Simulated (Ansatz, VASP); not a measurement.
**One calculation of C, two programs**

```
C
1.0
     1.22803    0.70900    3.34701
    -1.22803    0.70900    3.34701
     0.00000   -1.41800    3.34701
C
2
Direct
  0.16400 0.16400 0.16400
  0.83600 0.83600 0.83600
```

Alike in both runs: task single point; functional PBE; k mesh 24 × 24 × 24; occupations fermi-dirac, width 0.03 eV; no spin polarisation.

```csv
,VASP,Ansatz
version,VASP 6.6.1,Ansatz 0.2.0
potentials or method,"VASP PAW PBE potentials, release 64 (C), cutoff 520 eV","all-electron LAPW, scalar-relativistic"
```

Ansatz gave:

| Quantity | Value |
| --- | --- |
| pressure (GPa) | 4.3 |
| traceless stress, the component that is largest in VASP (GPa) | -1.15 |
| rms of the force components (eV/Å) | 0.503 |

Which values does VASP return?

Pressure (GPa): 4.8; traceless stress, the component that is largest in VASP (GPa): -1.76; rms of the force components (eV/Å): 0.500.

Atom by atom the forces differ by 0.003 eV/Å (rms over components). Ansatz ran all-electron here, and VASP with PAW potentials.
